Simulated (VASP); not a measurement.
# Zn5BiO (F-43m) in VASP: single point with PBE

Aim: the single point of Zn5BiO with PBE.

All numbers are computed with VASP 6.6.1; they aren't measurements. Logs are shortened: lines on timing, memory, paths and dates and some standing lists are left out, and cuts for length are marked.

## (1) The cell of the first run

It takes space group F-43m (No. 216, cubic). Conventional cell: a = 8.124 Å, b = 8.124 Å, c = 8.124 Å, α = 90.00°, β = 90.00°, γ = 90.00°. Within 2.6 Å of Zn (site symmetry 3m) lie 1 O at 1.96 Å and 3 Zn at 2.55 Å. Zn (site symmetry -43m) has 12 Zn at 3.41 Å and 4 O at 3.52 Å and 4 Bi at 3.52 Å within 4.5 Å. Within 4.4 Å of Bi (site symmetry -43m) lie 16 Zn at 3.34 to 3.52 Å and 6 O at 4.06 Å. O (site symmetry -43m) has 4 Zn at 1.96 Å within 2.6 Å.

## (2) Single point, PBE

File INCAR:

```
ALGO = Normal
EDIFF = 1E-6
ENCUT = 520
GGA = PE
ISIF = 2
ISMEAR = 0
LASPH = T
LCHARG = T
LELF = T
LREAL = F
LVHAR = T
LWAVE = F
NBANDS = 50
NELM = 60
PREC = Accurate
SIGMA = 0.1
```

File KPOINTS:

```
k-points
0
Gamma
  8 8 8
```

File POSCAR:

```
Zn5BiO
1.0
    0.0000000000      4.0620549996      4.0620549996
    4.0620549996      0.0000000000      4.0620549996
    4.0620549996      4.0620549996      0.0000000000
Zn Bi O
5 1 1
Direct
    0.3607878359      0.9176364923      0.3607878359
    0.3607878359      0.3607878359      0.9176364923
    0.9176364923      0.3607878359      0.3607878359
    0.3607878359      0.3607878359      0.3607878359
    0.7500000000      0.7500000000      0.7500000000
    0.0000000000      0.0000000000      0.0000000000
    0.5000000000      0.5000000000      0.5000000000
```

Potentials or basis: VASP PAW PBE potentials, release 64 (Zn, Bi_d, O).

Run with:

```console
cat potpaw_PBE.64/Zn/POTCAR potpaw_PBE.64/Bi_d/POTCAR potpaw_PBE.64/O/POTCAR > POTCAR
mpirun -np 1 vasp_std > vasp.out
```

OUTCAR:

```text
EDIFF = 1E-6
   ENCUT = 520
   GGA = PE
   ISIF = 2
   ISMEAR = 0
   LASPH = T
   LREAL = F
   NELM = 60
   PREC = Accurate

 ion  position               nearest neighbor table
   1  0.361  0.918  0.361-   7 1.96   3 2.55   4 2.55   2 2.55   6 3.34   6 3.34   6 3.34
   2  0.361  0.361  0.918-   7 1.96   3 2.55   4 2.55   1 2.55   6 3.34   6 3.34   6 3.34
   3  0.918  0.361  0.361-   7 1.96   2 2.55   4 2.55   1 2.55   6 3.34   6 3.34   6 3.34
   4  0.361  0.361  0.361-   7 1.96   2 2.55   3 2.55   1 2.55   6 3.34   6 3.34   6 3.34
   5  0.750  0.750  0.750-
   6  0.000  0.000  0.000-   1 3.34   2 3.34   3 3.34   4 3.34   4 3.34   4 3.34   2 3.34   3 3.34
                             3 3.34   1 3.34   2 3.34   1 3.34
   7  0.500  0.500  0.500-   1 1.96   2 1.96   3 1.96   4 1.96

  LATTYP: Found a face centered cubic cell.
 ALAT       =     8.1241099992

  Lattice vectors:

 A1 = (   0.0000000000,   4.0620549996,   4.0620549996)
 A2 = (   4.0620549996,   0.0000000000,   4.0620549996)
 A3 = (   4.0620549996,   4.0620549996,   0.0000000000)

Analysis of symmetry for initial positions (statically):
=====================================================================
 Subroutine PRICEL returns:
 Original cell was already a primitive cell.

 Routine SETGRP: Setting up the symmetry group for a
 face centered cubic supercell.

 Subroutine GETGRP returns: Found 24 space group operations
 (whereof 24 operations were pure point group operations)
 out of a pool of 48 trial point group operations.

The static configuration has the point symmetry T_d .

Analysis of symmetry for dynamics (positions and initial velocities):
=====================================================================
 Subroutine PRICEL returns:
 Original cell was already a primitive cell.

 Routine SETGRP: Setting up the symmetry group for a
 face centered cubic supercell.

 Subroutine GETGRP returns: Found 24 space group operations
 (whereof 24 operations were pure point group operations)
 out of a pool of 48 trial point group operations.

The dynamic configuration has the point symmetry T_d .

 Subroutine INISYM returns: Found 24 space group operations
 (whereof 24 operations are pure point group operations),
 and found     1 'primitive' translations

----------------------------------------------------------------------------------------

                                     Primitive cell

  volume of cell :     134.0502

  direct lattice vectors                    reciprocal lattice vectors
     0.000000000  4.062055000  4.062055000    -0.123090406  0.123090406  0.123090406
[... 104 lines left out ...]
   POTIM  = 0.5000    time-step for ionic-motion
   TEBEG  =    0.0;   TEEND  =   0.0 temperature during run
   PSTRESS=    0.0 pullay stress
   NELECT =      81.0000    total number of electrons
   NUPDOWN=      -1.0000    fix difference up-down
   EMIN   =  10.00;   EMAX   =-10.00  energy-range for DOS
   EFERMI =   0.00;   METHOD = LEGACY
   ISMEAR =     0;   SIGMA  =   0.10  broadening in eV -4-tet -1-fermi 0-gaus
   EFERMI_NEDOS =   21; number of points for ismear=-14 and -15
   IALGO  =     38    algorithm
   IMIX   =      4    mixing-type and parameters
     AMIX     =   0.40;   BMIX     =  1.00
     AMIX_MAG =   1.60;   BMIX_MAG =  1.00
  volume/ion in A,a.u.               =      19.15       129.23
  Fermi-wavevector in a.u.,A,eV,Ry     =   1.384036  2.615449 26.062715  1.915556
  Thomas-Fermi vector in A             =   2.508578
   LORBIT       =      0    0 simple, 1 ext, 2 COOP (PROOUT), +10 PAW based schemes
   GGA     = PE    functional components
   LHFCALC =     F    Hartree Fock is set to
   AEXX    =    0.0000 exact exchange contribution
   IVDW    =     0    specifies the selected vdW correction
   LEPSILON=     F    determine dielectric tensor
   LRPA    =     F    only Hartree local field effects (RPA)
 non-spin polarized calculation
 Gauss-broadening in eV      SIGMA  =   0.10
  energy-cutoff  :      520.00
  volume of cell :      134.05
 maximum number of plane-waves:      3695
 NGX is ok and might be reduce to    48
   NGX = 21   NGY = 21   NGZ = 21

 number of electron      81.0000005 magnetization

 Free energy of the ion-electron system (eV)
  ---------------------------------------------------
  ext. energy  EPLUGINS =         0.00000000
  ---------------------------------------------------
  free energy    TOTEN  =       -15.19919766 eV

  energy without entropy =      -15.18439125  energy(sigma->0) =      -15.19179445

 E-fermi :   3.5231     XC(G=0): -10.3490

 val. band max:        3.5140788564   @ k =   0.5000   0.3750   0.1250
 cond. band min:       3.5629655702   @ k =  -0.2500   0.2500   0.0000
 fundamental gap:      0.0488867138
 Fermi energy:         3.5231320304

 k-point     1 :       0.0000    0.0000    0.0000
  band No.  band energies     occupation
      1     -19.4715      2.00000
      2     -19.4715      2.00000
      3     -19.4648      2.00000
      4     -19.4648      2.00000
      5     -19.4648      2.00000
      6     -16.4867      2.00000
[... 1261 lines left out ...]
     49       9.2335      0.00000
     50       9.5883      0.00000

 [... further k-points ...]

------------------------ aborting loop because EDIFF is reached ----------------------------------------

  FORCE on cell =-STRESS in cart. coord.  units (eV):
  Direction    XX          YY          ZZ          XY          YZ          ZX
  --------------------------------------------------------------------------------------
  -------------------------------------------------------------------------------------
  Total        0.2385319      0.2385319      0.2385319     -0.0000000      0.0000000      0.0000000
  in kB        2.8509508      2.8509508      2.8509508     -0.0000000      0.0000000      0.0000000
  external PRESSURE =       2.8509508 kB  Pullay stress =       0.0000000 kB

 VOLUME and BASIS-vectors are now :
 -----------------------------------------------------------------------------
  energy-cutoff  :      520.00
  volume of cell :      134.05
      direct lattice vectors                 reciprocal lattice vectors
     0.000000000  4.062055000  4.062055000    -0.123090406  0.123090406  0.123090406
     4.062055000  0.000000000  4.062055000     0.123090406 -0.123090406  0.123090406
     4.062055000  4.062055000  0.000000000     0.123090406  0.123090406 -0.123090406

 POSITION                                       TOTAL-FORCE (eV/Angst)
 -----------------------------------------------------------------------------------
      5.19303      2.93108      5.19303         0.030060     -0.030060      0.030060
      5.19303      5.19303      2.93108         0.030060      0.030060     -0.030060
      2.93108      5.19303      5.19303        -0.030060      0.030060      0.030060
      2.93108      2.93108      2.93108        -0.030060     -0.030060     -0.030060
      6.09308      6.09308      6.09308        -0.000000     -0.000000     -0.000000
      0.00000      0.00000      0.00000        -0.000000     -0.000000     -0.000000
      4.06205      4.06205      4.06205        -0.000000     -0.000000     -0.000000
 -----------------------------------------------------------------------------------
    total drift:                                0.000004      0.000004      0.000003

  FREE ENERGIE OF THE ION-ELECTRON SYSTEM (eV)
  ---------------------------------------------------
  free  energy   TOTEN  =       -15.1991976609 eV

  energy  without entropy=      -15.1843912476  energy(sigma->0) =      -15.19179445
```

Wall time 2.1 min (1 thread of Intel Xeon 6975P-C (Granite Rapids), shared host); peak memory 0.4 GiB.

What came out:

- Free energy: -15.1992 eV
- Pressure: 0.3 GPa
- Largest force: 0.052 eV/Å
- Band gap on the k mesh: zero (an odd number of electrons rules out a gap without spin polarisation)

Forces on the atoms (eV/Å):
```
Zn   0.030 -0.030  0.030
Zn   0.030  0.030 -0.030
Zn  -0.030  0.030  0.030
Zn  -0.030 -0.030 -0.030
Zn   0.000  0.000  0.000
Bi   0.000  0.000  0.000
O    0.000  0.000  0.000
```

Caveat: spin-orbit coupling is left out, which moves the levels of the heavy elements.

The gap in the log of VASP goes by the Fermi energy; the results here count the filled bands.